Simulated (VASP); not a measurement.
# Sn (I4_1/amd) in VASP: a series of runs

Sn is run at these levels: r2SCAN; tasks: single point, relaxation of cell and atoms.

Program: VASP 6.6.1. These are calculated values, not measurements. Logs are shortened: lines on timing, memory, paths and dates and some standing lists are left out, and cuts for length are marked.

**1. The cell of the first run**

Symmetry: I4_1/amd, No. 141, tetragonal system. Conventional cell: a = 5.905 Å, b = 5.905 Å, c = 3.165 Å, α = 90.00°, β = 90.00°, γ = 90.00°. Within 4.0 Å of Sn (site symmetry -4m2) lie 10 Sn at 3.06 to 3.79 Å.

**2. Single point, r2SCAN**

File POSCAR:

```
Sn
1.0
   -2.9524226653      2.9524226653      1.5827067938
    2.9524226653     -2.9524226653      1.5827067938
    2.9524226653      2.9524226653     -1.5827067938
Sn
2
Direct
    0.0000000000      0.0000000000      0.0000000000
    0.7500000000      0.2500000000      0.5000000000
```

File INCAR.step1:

```
SYSTEM = Sn
ALGO = Normal
EDIFF = 1E-4
ENCUT = 520
GGA = PE
ISMEAR = -1
LASPH = .TRUE.
LCHARG = .FALSE.
LREAL = .FALSE.
LWAVE = .TRUE.
NBANDS = 21
NELM = 100
PREC = Accurate
SIGMA = 0.134
```

File INCAR.step2:

```
SYSTEM = Sn
ALGO = Normal
EDIFF = 1E-7
ENCUT = 520
ISIF = 2
ISMEAR = -1
ISTART = 1
LASPH = .TRUE.
LCHARG = .FALSE.
LMIXTAU = .TRUE.
LREAL = .FALSE.
LWAVE = .FALSE.
METAGGA = R2SCAN
NBANDS = 21
NELM = 100
PREC = Accurate
SIGMA = 0.134
```

File KPOINTS:

```
k-points
0
G
  6 6 6
  0 0 0
```

Potentials or basis: VASP PAW PBE potentials, release 64 (Sn_d).

Command:

```console
cat potpaw_PBE.64/Sn_d/POTCAR > POTCAR
cp INCAR.step1 INCAR
mpirun -np 1 vasp_std > vasp.out
cp INCAR.step2 INCAR
mpirun -np 1 vasp_std > vasp.out
```

OUTCAR:

```text
SYSTEM = Sn
   EDIFF = 1E-7
   ENCUT = 520
   ISIF = 2
   ISMEAR = -1
   ISTART = 1
   LASPH = .TRUE.
   LREAL = .FALSE.
   METAGGA = R2SCAN
   NELM = 100
   PREC = Accurate

 ion  position               nearest neighbor table
   1  0.000  0.000  0.000-   2 3.06   2 3.06   2 3.06   2 3.06
   2  0.750  0.250  0.500-   1 3.06   1 3.06   1 3.06   1 3.06

  LATTYP: Found a body centered tetragonal cell.
 ALAT       =     5.9048453306
 C/A-ratio  =     0.5360705337

  Lattice vectors:

 A1 = (  -2.9524226653,   2.9524226653,   1.5827067938)
 A2 = (   2.9524226653,  -2.9524226653,   1.5827067938)
 A3 = (   2.9524226653,   2.9524226653,  -1.5827067938)

Analysis of symmetry for initial positions (statically):
=====================================================================
 Subroutine PRICEL returns:
 Original cell was already a primitive cell.

 Routine SETGRP: Setting up the symmetry group for a
 body centered tetragonal supercell.

 Subroutine GETGRP returns: Found 16 space group operations
 (whereof  8 operations were pure point group operations)
 out of a pool of 16 trial point group operations.

The static configuration has the point symmetry D_2d.
 The point group associated with its full space group is D_4h.

Analysis of symmetry for dynamics (positions and initial velocities):
=====================================================================
 Subroutine PRICEL returns:
 Original cell was already a primitive cell.

 Routine SETGRP: Setting up the symmetry group for a
 body centered tetragonal supercell.

 Subroutine GETGRP returns: Found 16 space group operations
 (whereof  8 operations were pure point group operations)
 out of a pool of 16 trial point group operations.

The dynamic configuration has the point symmetry D_2d.
 The point group associated with its full space group is D_4h.

 Subroutine INISYM returns: Found 16 space group operations
 (whereof  8 operations are pure point group operations),
 and found     1 'primitive' translations

----------------------------------------------------------------------------------------

                                     Primitive cell

  volume of cell :      55.1846

  direct lattice vectors                    reciprocal lattice vectors
    -2.952422665  2.952422665  1.582706794     0.000000000  0.169352446  0.315914484
     2.952422665 -2.952422665  1.582706794     0.169352446  0.000000000  0.315914484
     2.952422665  2.952422665 -1.582706794     0.169352446  0.169352446  0.000000000
[... 76 lines left out ...]
   ISTART =      1    job   : 0-new  1-cont  2-samecut
   ICHARG =      0    charge: 1-file 2-atom 10-const
   ISPIN  =      1    spin polarized calculation?
   LNONCOLLINEAR =      F non collinear calculations
   LSORBIT =      F    spin-orbit coupling
   LASPH  =      T    aspherical Exc in radial PAW
   ENCUT  =  520.0 eV  38.22 Ry    6.18 a.u.   8.30  8.30  8.30*2*pi/ulx,y,z
   NELM   =    100;   NELMIN=  2; NELMDL=  0     # of ELM steps
   EDIFF  = 0.1E-06   stopping-criterion for ELM
   LREAL  =      F    real-space projection
   EDIFFG = 0.1E-05   stopping-criterion for IOM
   NSW    =      0    number of steps for IOM
   IBRION =     -1    ionic relax: 0-MD 1-quasi-New 2-CG
   NFREE  =      0    steps in history (QN), initial steepest desc. (CG)
   ISIF   =      2    stress and relaxation
   ISYM   =      2    0-nonsym 1-usesym 2-fastsym
   POTIM  = 0.5000    time-step for ionic-motion
   TEBEG  =    0.0;   TEEND  =   0.0 temperature during run
   PSTRESS=    0.0 pullay stress
   NELECT =      28.0000    total number of electrons
   NUPDOWN=      -1.0000    fix difference up-down
   EMIN   =  10.00;   EMAX   =-10.00  energy-range for DOS
   EFERMI =   0.00;   METHOD = LEGACY
   ISMEAR =    -1;   SIGMA  =   0.13  broadening in eV -4-tet -1-fermi 0-gaus
   EFERMI_NEDOS =   21; number of points for ismear=-14 and -15
   IALGO  =     38    algorithm
   IMIX   =      4    mixing-type and parameters
     AMIX     =   0.40;   BMIX     =  1.00
     AMIX_MAG =   1.60;   BMIX_MAG =  1.00
  volume/ion in A,a.u.               =      27.59       186.20
  Fermi-wavevector in a.u.,A,eV,Ry     =   1.305735  2.467481 23.197165  1.704944
  Thomas-Fermi vector in A             =   2.436584
   LORBIT       =      0    0 simple, 1 ext, 2 COOP (PROOUT), +10 PAW based schemes
   METAGGA = R2SCAN    functional components
   LHFCALC =     F    Hartree Fock is set to
   AEXX    =    0.0000 exact exchange contribution
   IVDW    =     0    specifies the selected vdW correction
   LEPSILON=     F    determine dielectric tensor
   LRPA    =     F    only Hartree local field effects (RPA)
 non-spin polarized calculation
  energy-cutoff  :      520.00
  volume of cell :       55.18
 maximum number of plane-waves:      1517
 NGX is ok and might be reduce to    36
   NGX = 17   NGY = 17   NGZ = 17

 number of electron      27.9999991 magnetization

 Free energy of the ion-electron system (eV)
  ---------------------------------------------------
  ext. energy  EPLUGINS =         0.00000000
  ---------------------------------------------------
  free energy    TOTEN  =       -49.26791010 eV

  energy without entropy =      -49.20493529  energy(sigma->0) =      -49.23642269

 E-fermi :   7.8175     XC(G=0): -11.0403

 val. band max:        7.8053081740   @ k =  -0.1667  -0.1667   0.1667
 cond. band min:       7.8787798048   @ k =  -0.1667   0.3333   0.1667
 fundamental gap:      0.0734716308
 Fermi energy:         7.8175088031

 k-point     1 :       0.0000    0.0000    0.0000
  band No.  band energies     occupation
      1     -14.6188      2.00000
      2     -14.5531      2.00000
      3     -14.4994      2.00000
      4     -14.4862      2.00000
      5     -14.3204      2.00000
      6     -14.3204      2.00000
[... 565 lines left out ...]
     20      17.2522      0.00000
     21      19.1041      0.00000

 [... further k-points ...]
[... 5 lines left out ...]
  --------------------------------------------------------------------------------------
  -------------------------------------------------------------------------------------
  Total       -0.0070698     -0.0070698     -0.0056782      0.0000000      0.0000000      0.0000000
  in kB       -0.2052579     -0.2052579     -0.1648546      0.0000000      0.0000000      0.0000000
  external PRESSURE =      -0.1917902 kB  Pullay stress =       0.0000000 kB

 VOLUME and BASIS-vectors are now :
 -----------------------------------------------------------------------------
  energy-cutoff  :      520.00
  volume of cell :       55.18
      direct lattice vectors                 reciprocal lattice vectors
    -2.952422665  2.952422665  1.582706794     0.000000000  0.169352446  0.315914484
     2.952422665 -2.952422665  1.582706794     0.169352446  0.000000000  0.315914484
     2.952422665  2.952422665 -1.582706794     0.169352446  0.169352446  0.000000000

 POSITION                                       TOTAL-FORCE (eV/Angst)
 -----------------------------------------------------------------------------------
      0.00000      0.00000      0.00000        -0.000000      0.000000      0.000000
      0.00000      2.95242      0.79135         0.000000     -0.000000     -0.000000
 -----------------------------------------------------------------------------------
    total drift:                               -0.000000      0.000000     -0.000000

  FREE ENERGIE OF THE ION-ELECTRON SYSTEM (eV)
  ---------------------------------------------------
  free  energy   TOTEN  =       -49.2679100971 eV

  energy  without entropy=      -49.2049352881  energy(sigma->0) =      -49.23642269
```

OUTCAR.step1:

```text
SYSTEM = Sn
   EDIFF = 1E-4
   ENCUT = 520
   GGA = PE
   ISMEAR = -1
   LASPH = .TRUE.
   LREAL = .FALSE.
[... 799 lines left out ...]
      0.00000      0.00000      0.00000         0.000000     -0.000000     -0.000000
      0.00000      2.95242      0.79135        -0.000000      0.000000      0.000000
 -----------------------------------------------------------------------------------
    total drift:                               -0.000000      0.000000     -0.000000

  FREE ENERGIE OF THE ION-ELECTRON SYSTEM (eV)
  ---------------------------------------------------
  free  energy   TOTEN  =        -7.6294341839 eV

  energy  without entropy=       -7.5613715185  energy(sigma->0) =       -7.59540285
```

OSZICAR.step1:

```text
N       E                     dE             d eps       ncg     rms          rms(c)
DAV:   1     0.219757009924E+03    0.21976E+03   -0.14341E+04  1265   0.207E+03
DAV:   2     0.142466102462E+02   -0.20551E+03   -0.20120E+03  1260   0.445E+02
DAV:   3    -0.697538122295E+01   -0.21222E+02   -0.21062E+02  1478   0.133E+02
DAV:   4    -0.762122509319E+01   -0.64584E+00   -0.64549E+00  1433   0.255E+01
DAV:   5    -0.764790083319E+01   -0.26676E-01   -0.26675E-01  1780   0.482E+00    0.230E+00
DAV:   6    -0.763290861594E+01    0.14992E-01   -0.31700E-02  1700   0.246E+00    0.129E+00
DAV:   7    -0.762947472552E+01    0.34339E-02   -0.18001E-02  1705   0.188E+00    0.165E-01
DAV:   8    -0.762943090983E+01    0.43816E-04   -0.19435E-03  1584   0.579E-01    0.391E-02
DAV:   9    -0.762943418389E+01   -0.32741E-05   -0.44682E-05   895   0.679E-02
   1 F= -.76294342E+01 E0= -.75954029E+01  d E =-.680627E-01
```

It took 5.4 min on 1 thread of Intel Xeon 8259CL, shared host; peak memory 0.22 GiB.

What came out:

* Free energy: -49.2679 eV
* Pressure: 0.0 GPa
* Band gap on the k mesh: zero (bands 14 and 15 overlap by 3.78 eV)

Levels at points of the mesh, in eV from the Fermi level:
```csv
k point,band 12,band 13,band 14,band 15,band 16,band 17
"(0.00, 0.00, 0.00)",-3.99,-2.28,-2.28,3.21,6.22,6.22
"(0.50, 0.00, 0.00)",-5.62,-2.47,-2.00,-1.28,2.45,2.86
"(0.50, 0.50, 0.00)",-9.35,0.37,0.37,1.53,1.53,6.50
"(0.50, 0.50, 0.50)",-8.02,-5.06,-5.06,5.49,5.49,9.44
```

Caveat: the k points lie up to 0.38 Å⁻¹ apart, too coarse for converged energies and pressures of a metal; the PAW data sets were made with another functional, which shifts forces and pressure a little; spin-orbit coupling is left out, which moves the levels of the heavy elements.

(Part 1 of 2 ends here.)

The gap in the log of VASP goes by the Fermi energy; the results here count the filled bands.